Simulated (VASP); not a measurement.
# Si (a cell with a defect) in VASP: further runs, part 2 of 2

VASP 6.6.1.

## 4. Single point, PBEsol

INCAR

```
SYSTEM = Si
PREC = Accurate ; ENCUT = 520
EDIFF = 1E-7 ; ISMEAR = -1
SIGMA = 0.02 ; LREAL = Auto
LASPH = .TRUE. ; NELM = 60
ALGO = Normal ; ISIF = 2
LWAVE = .FALSE. ; LCHARG = .FALSE.
GGA = PS ; NBANDS = 48
```

KPOINTS

```
Automatic mesh
0
G
  2 2 2
  0 0 0
```

POSCAR

```
Si
1.0
    0.0000000000      5.4300000000      5.4300000000
    5.4300000000      0.0000000000      5.4300000000
    5.4300000000      5.4300000000      0.0000000000
Si
17
Direct
    0.0079281768     -0.0027348066     -0.0154235727
    0.0885451197      0.1202578269      0.1471270718
   -0.0515745856      0.1536556169      0.4795303867
    0.2225598527      0.1007182320      0.6140883978
   -0.0299171271      0.5292909761      0.0218324125
    0.1483701657      0.6242081031      0.1286279926
   -0.0012615101      0.4336556169      0.4930294659
    0.1355156538      0.7805985267      0.6538766114
    0.4665377532      0.0022836096      0.0251749540
    0.6212338858      0.0991896869      0.1225230203
    0.6095580110     -0.0530939227      0.4836279926
    0.5821823204      0.1605801105      0.6332320442
    0.4881952118      0.4736279926     -0.0469244936
    0.6088581952      0.5987661142      0.1002578269
    0.4041160221      0.5263996317      0.4582596685
    0.6207458564      0.6006906077      0.5876335175
    0.8899631676      0.6709023941      0.6697237569
```

Run with:

```console
> cat potpaw_PBE.64/Si/POTCAR > POTCAR
> mpirun -np 1 vasp_std > vasp.out
```

Wall time 2.2 min (1 thread of Intel Xeon 6975P-C (Granite Rapids), shared host); peak memory 0.46 GiB.

Results (log left out):

* Free energy: -91.5619 eV
* Pressure: -0.5 GPa
* Largest force: 2.757 eV/Å
* Band gap on the k mesh: zero (bands 34 and 35 overlap by 0.21 eV)

Forces on the atoms (eV/Å):
```
Si  -0.014 -0.186 -0.149
Si   0.530 -0.254  1.611
Si  -0.060 -0.306 -0.973
Si  -0.254  0.942 -0.670
Si  -1.110  0.342 -0.525
Si   0.679 -0.747 -1.138
Si   0.339 -0.369  0.816
Si  -0.376  0.451  0.345
Si  -2.083 -1.105 -1.428
Si   0.389  1.119  1.572
Si   0.027 -0.435 -0.394
Si   1.160  0.316  0.293
Si   0.110  1.531  0.735
Si   0.460 -1.113  0.960
Si   0.751  0.913 -0.252
Si  -0.584 -1.193 -0.848
Si   0.036  0.096  0.047
```

Stress tensor (GPa, compression positive):
```
-0.10  0.64 -0.74
 0.64 -0.68  1.01
-0.74  1.01 -0.58
```

Levels at points of the mesh, in eV from the Fermi level:
```
           k point  band 30  band 31  band 32  band 33  band 34  band 35  band 36  band 37  band 38  band 39
(0.00, 0.00, 0.00)    -1.26    -1.11    -0.85    -0.55    -0.24    -0.03     0.07     0.42     0.50     0.66
(0.50, 0.00, 0.00)    -1.30    -1.13    -0.89    -0.44    -0.32     0.11     0.40     0.79     1.01     1.13
(0.00, 0.50, 0.00)    -1.41    -1.13    -0.86    -0.69    -0.55    -0.10     0.46     0.81     1.02     1.11
(0.00, 0.00, 0.50)    -1.52    -1.39    -0.98    -0.61     0.04     0.15     0.61     0.67     0.80     1.23
(0.50, 0.50, 0.50)    -1.39    -1.10    -0.98    -0.53    -0.32     0.08     0.55     0.81     1.07     1.14
(0.50, 0.50, 0.00)    -1.47    -1.30    -1.06    -0.25     0.11     0.39     0.60     1.17     1.27     1.46
(0.00, 0.50, 0.50)    -1.53    -1.40    -0.98    -0.77    -0.19     0.21     0.75     0.93     1.25     1.47
(0.50, 0.00, 0.50)    -1.51    -1.38    -1.07    -0.86    -0.19     0.30     0.97     1.15     1.44     1.68
```

Caveat: the k points lie up to 0.50 Å⁻¹ apart; the atoms stand as in a frame of molecular dynamics; the PAW data sets were made with another functional, which shifts forces and pressure a little.

## 5. Single point, PBEsol

INCAR

```
PREC = Accurate ; ENCUT = 520
EDIFF = 1E-7 ; ISMEAR = -1
SIGMA = 0.02 ; LREAL = Auto
LASPH = T ; NELM = 100
ALGO = Normal ; ISIF = 2
LWAVE = F ; LCHARG = F
GGA = PS ; NBANDS = 48
```

KPOINTS

```
Automatic mesh
0
Gamma
  2 2 2
```

POSCAR

```
Si
1.0
    0.0000000000      5.4300000000      5.4300000000
    5.4300000000      0.0000000000      5.4300000000
    5.4300000000      5.4300000000      0.0000000000
Si
17
Direct
    0.0533425414     -0.0500460405      0.0328637201
    0.1448342541      0.1348895028      0.1262154696
   -0.0286095764      0.0836003683      0.5058103131
    0.1762523020      0.1456813996      0.6448710866
   -0.0546500921      0.5140423573     -0.0341712707
    0.1289134438      0.5867034991      0.0865009208
   -0.0420994475      0.4456721915      0.4925230203
    0.2275046041      0.7566390424      0.6317034991
    0.4926703499      0.0481767956     -0.0055248619
    0.6671639042      0.1117679558      0.1047513812
    0.5642817680     -0.0543922652      0.4989410681
    0.5699355433      0.1787200737      0.6276519337
    0.4960589319      0.4898342541     -0.0061325967
    0.5683149171      0.6444106814      0.1530294659
    0.3129005525      0.4698434622      0.4959023941
    0.5943001842      0.5809300184      0.6297513812
    0.9404051565      0.7325414365      0.5715285451
```

Potentials or basis: VASP PAW PBE potentials, release 64 (Si).

Run with:

```console
> cat potpaw_PBE.64/Si/POTCAR > POTCAR
> mpirun -np 1 vasp_std > vasp.out
```

OUTCAR:

```text
PREC = Accurate
   ENCUT = 520
   EDIFF = 1E-7
   ISMEAR = -1
   LREAL = Auto
   LASPH = T
   NELM = 100
   ISIF = 2
   GGA = PS

 ion  position               nearest neighbor table
   1  0.053  0.950  0.033-   2 2.35   6 2.40  10 2.45   4 2.48
   2  0.145  0.135  0.126-   9 2.19   1 2.35   3 2.43   5 2.49
   3  0.971  0.084  0.506-   8 2.38   2 2.43  12 2.54  17 2.60   4 2.60   7 2.68
   4  0.176  0.146  0.645-   7 2.21   1 2.48  11 2.51   3 2.60  15 2.68   8 2.86  12 3.09
   5  0.945  0.514  0.966-   6 2.40  14 2.41   2 2.49  17 2.64   8 2.91
   6  0.129  0.587  0.087-  13 2.33   1 2.40   5 2.40   7 2.56   8 2.87
   7  0.958  0.446  0.493-   4 2.21  16 2.29  17 2.49   6 2.56   3 2.68  15 2.84
   8  0.228  0.757  0.632-   3 2.38  16 2.44  15 2.56  17 2.57   4 2.86   6 2.87   5 2.91  11 3.08

   9  0.493  0.048  0.994-   2 2.19  10 2.23  12 2.32  14 2.56
  10  0.667  0.112  0.105-   9 2.23  13 2.39   1 2.45  11 2.48
  11  0.564  0.946  0.499-  16 2.38  12 2.46  10 2.48   4 2.51  17 2.70   8 3.08
  12  0.570  0.179  0.628-  15 2.29   9 2.32  11 2.46   3 2.54   4 3.09
  13  0.496  0.490  0.994-  16 2.31   6 2.33  10 2.39  14 2.45
  14  0.568  0.644  0.153-   5 2.41  13 2.45  15 2.55   9 2.56
  15  0.313  0.470  0.496-  12 2.29  17 2.52  14 2.55   8 2.56   4 2.68   7 2.84
  16  0.594  0.581  0.630-   7 2.29  13 2.31  11 2.38   8 2.44
  17  0.940  0.733  0.572-   7 2.49  15 2.52   8 2.57   3 2.60   5 2.64  11 2.70

  LATTYP: Found a face centered cubic cell.
 ALAT       =    10.8600000000

  Lattice vectors:

 A1 = (   0.0000000000,   5.4300000000,   5.4300000000)
 A2 = (   5.4300000000,   0.0000000000,   5.4300000000)
 A3 = (   5.4300000000,   5.4300000000,   0.0000000000)

Analysis of symmetry for initial positions (statically):
=====================================================================
 Subroutine PRICEL returns:
 Original cell was already a primitive cell.

 Routine SETGRP: Setting up the symmetry group for a
 face centered cubic supercell.

 Subroutine GETGRP returns: Found  1 space group operations
 (whereof  1 operations were pure point group operations)
 out of a pool of 48 trial point group operations.

The static configuration has the point symmetry C_1 .
[... 153 lines left out ...]
   AEXX    =    0.0000 exact exchange contribution
   IVDW    =     0    specifies the selected vdW correction
   LEPSILON=     F    determine dielectric tensor
   LRPA    =     F    only Hartree local field effects (RPA)
 non-spin polarized calculation
  energy-cutoff  :      520.00
  volume of cell :      320.21
 maximum number of plane-waves:      8646
 NGX is ok and might be reduce to    60
   NGX = 29   NGY = 29   NGZ = 29

 number of electron      67.9999999 magnetization

 Free energy of the ion-electron system (eV)
  ---------------------------------------------------
  ext. energy  EPLUGINS =         0.00000000
  ---------------------------------------------------
  free energy    TOTEN  =       -91.60508795 eV

  energy without entropy =      -91.60135674  energy(sigma->0) =      -91.60322235

 E-fermi :   6.5531     XC(G=0):  -9.9211

 val. band max:        6.5090068933   @ k =   0.0000   0.0000   0.5000
 cond. band min:       6.5959972378   @ k =   0.0000   0.5000   0.0000
 fundamental gap:      0.0869903445
 Fermi energy:         6.5531202228

 k-point     1 :       0.0000    0.0000    0.0000
  band No.  band energies     occupation
      1      -6.0279      2.00000
      2      -3.7521      2.00000
      3      -3.3568      2.00000
      4      -3.2097      2.00000
      5      -3.0327      2.00000
      6      -2.6455      2.00000
[... 381 lines left out ...]
     45       9.9025      0.00000
     46      10.0419      0.00000
 [bands above 46 left out]

------------------------ aborting loop because EDIFF is reached ----------------------------------------

  FORCE on cell =-STRESS in cart. coord.  units (eV):
  Direction    XX          YY          ZZ          XY          YZ          ZX
  --------------------------------------------------------------------------------------
  -------------------------------------------------------------------------------------
  Total       -2.8760452     -2.7482126     -6.0023619     -2.5721513      5.1903369     -1.9129669
  in kB      -14.3905304    -13.7509096    -30.0333154    -12.8699724     25.9702809     -9.5716883
  external PRESSURE =     -19.3915851 kB  Pullay stress =       0.0000000 kB

 VOLUME and BASIS-vectors are now :
 -----------------------------------------------------------------------------
  energy-cutoff  :      520.00
  volume of cell :      320.21
      direct lattice vectors                 reciprocal lattice vectors
     0.000000000  5.430000000  5.430000000    -0.092081031  0.092081031  0.092081031
     5.430000000  0.000000000  5.430000000     0.092081031 -0.092081031  0.092081031
     5.430000000  5.430000000  0.000000000     0.092081031  0.092081031 -0.092081031

 POSITION                                       TOTAL-FORCE (eV/Angst)
 -----------------------------------------------------------------------------------
      5.33670      0.46810      5.44790        -0.018351     -1.163086     -0.232241
      1.41780      1.47180      1.51890         1.637932     -1.334661     -1.302623
      3.20050      8.02120      5.72860        -0.026996     -0.812106     -0.004435
      4.29270      4.45870      1.74810        -0.963108      1.860632     -0.370470
      8.03570     10.37770      7.92450        -0.141267     -0.024409      0.120096
      3.65550      1.16970      3.88580         0.796252      0.051758     -0.013312
[... 9 lines left out ...]
      6.57400      6.64660      6.38150         0.016644     -0.663909     -0.155240
      7.08110      8.20980      9.08410         0.349127      0.368877     -0.549980
 -----------------------------------------------------------------------------------
    total drift:                               -0.002996     -0.005834     -0.002540

  FREE ENERGIE OF THE ION-ELECTRON SYSTEM (eV)
  ---------------------------------------------------
  free  energy   TOTEN  =       -91.6050879544 eV

  energy  without entropy=      -91.6013567376  energy(sigma->0) =      -91.60322235
```

OSZICAR:

```text
N       E                     dE             d eps       ncg     rms          rms(c)
DAV:   1     0.148106099678E+03    0.14811E+03   -0.25856E+04   768   0.117E+03
DAV:   2    -0.778095391775E+02   -0.22592E+03   -0.21337E+03   912   0.168E+02
DAV:   3    -0.927017385353E+02   -0.14892E+02   -0.14422E+02   968   0.368E+01
DAV:   4    -0.930549047374E+02   -0.35317E+00   -0.35157E+00   960   0.687E+00
DAV:   5    -0.930625548887E+02   -0.76502E-02   -0.76454E-02   968   0.986E-01    0.132E+01
DAV:   6    -0.919841676002E+02    0.10784E+01   -0.90962E-01   928   0.308E+00    0.771E+00
DAV:   7    -0.916102987162E+02    0.37387E+00   -0.11102E+00   952   0.311E+00    0.966E-01
DAV:   8    -0.916060497950E+02    0.42489E-02   -0.93930E-02   896   0.113E+00    0.624E-01
DAV:   9    -0.916050616193E+02    0.98818E-03   -0.92000E-03   960   0.313E-01    0.267E-01
DAV:  10    -0.916050507134E+02    0.10906E-04   -0.87560E-04   912   0.101E-01    0.108E-01
DAV:  11    -0.916050902879E+02   -0.39575E-04   -0.18878E-04   928   0.503E-02    0.268E-02
DAV:  12    -0.916050870574E+02    0.32305E-05   -0.26454E-05   896   0.191E-02    0.169E-02
DAV:  13    -0.916050880521E+02   -0.99472E-06   -0.58387E-06   920   0.800E-03    0.334E-03
DAV:  14    -0.916050879085E+02    0.14362E-06   -0.68622E-07   928   0.292E-03    0.174E-03
DAV:  15    -0.916050879544E+02   -0.45910E-07   -0.88238E-08   576   0.109E-03
   1 F= -.91605088E+02 E0= -.91603222E+02  d E =-.373122E-02
```

stdout:

```text
POSCAR found type information on POSCAR Si
 POSCAR found :  1 types and      17 ions
 scaLAPACK will be used
 -----------------------------------------------------------------------------
|                                                                             |
|                                                                             |
|     You enforced a specific xc type in the INCAR file but a different       |
|     I HOPE YOU KNOW WHAT YOU ARE DOING!                                     |
|                                                                             |
 -----------------------------------------------------------------------------

 LDA part: xc-table for (Slater+PW92), standard interpolation
 POSCAR, INCAR and KPOINTS ok, starting setup
 FFT: planning ... GRIDC
 FFT: planning ... GRID_SOFT
 FFT: planning ... GRID
 WAVECAR not read
 entering main loop
```

Wall time 2.3 min (1 thread of Intel Xeon 6975P-C (Granite Rapids), shared host); peak memory 0.46 GiB.

What came out:

* Free energy: -91.6051 eV
* Pressure: -1.9 GPa
* Largest force: 2.482 eV/Å
* Band gap on the k mesh: 0.09 eV

Forces on the atoms (eV/Å):
```
Si  -0.018 -1.163 -0.232
Si   1.638 -1.335 -1.303
Si  -0.027 -0.812 -0.004
Si  -0.963  1.861 -0.370
Si  -0.141 -0.024  0.120
Si   0.796  0.052 -0.013
Si  -0.577 -1.145  1.261
Si   0.085  0.401 -0.402
Si  -1.909  0.753 -0.618
Si   1.084  1.648  0.683
Si   0.362 -0.629  0.619
Si  -0.995  0.999  0.443
Si   0.314  0.912  0.040
Si  -0.258 -0.589 -0.250
Si   0.244 -0.633  0.732
Si   0.017 -0.664 -0.155
Si   0.349  0.369 -0.550
```

Levels at points of the mesh, in eV from the valence-band top:
```
           k point  band 30  band 31  band 32  band 33  band 34  band 35  band 36  band 37  band 38  band 39
(0.00, 0.00, 0.00)    -1.02    -0.94    -0.61    -0.35    -0.07     0.19     0.35     0.46     0.71     0.79
(0.50, 0.00, 0.00)    -1.36    -1.07    -0.88    -0.72    -0.43     0.23     0.80     1.00     1.10     1.41
(0.00, 0.50, 0.00)    -1.07    -0.90    -0.75    -0.66    -0.41     0.09     0.45     1.08     1.16     1.27
(0.00, 0.00, 0.50)    -1.58    -1.42    -1.09    -0.58     0.00     0.33     0.41     0.80     1.03     1.22
(0.50, 0.50, 0.50)    -1.07    -0.88    -0.77    -0.44    -0.33     0.16     0.34     0.89     1.14     1.58
(0.50, 0.50, 0.00)    -1.46    -0.92    -0.91    -0.59    -0.07     0.62     1.25     1.31     1.52     1.72
(0.00, 0.50, 0.50)    -1.53    -0.98    -0.94    -0.73    -0.09     0.61     0.89     1.25     1.54     1.70
(0.50, 0.00, 0.50)    -1.32    -1.19    -1.06    -0.89    -0.16     0.69     0.89     1.21     1.41     1.81
```

Caveat: the k points lie up to 0.50 Å⁻¹ apart; the atoms stand as in a frame of molecular dynamics; the PAW data sets were made with another functional, which shifts forces and pressure a little.

## 6. The runs side by side

| cell | gap on the mesh (eV) | pressure (GPa) | largest force (eV/Å) |
| --- | --- | --- | --- |
| as given, atomic positions A | 0.15 | 0.2 | 1.59 |
| as given, atomic positions B | 0.04 | 0.4 | 3.15 |
| as given, atomic positions C | none | -0.5 | 2.76 |
| as given, atomic positions D | 0.09 | -1.9 | 2.48 |

Alike in all rows: task single point; level PBEsol; potentials or basis VASP PAW PBE potentials, release 64 (Si); no spin polarisation; k mesh 2 × 2 × 2; cutoff (eV) 520; smearing fermi-dirac 0.02 eV.

Caveats: all runs use coarse meshes; the PAW data sets were made with another functional, which shifts forces and pressure a little; the atoms stand as in a frame of molecular dynamics (at least some runs).

Absolute energies hang on the potentials; compare differences alone.
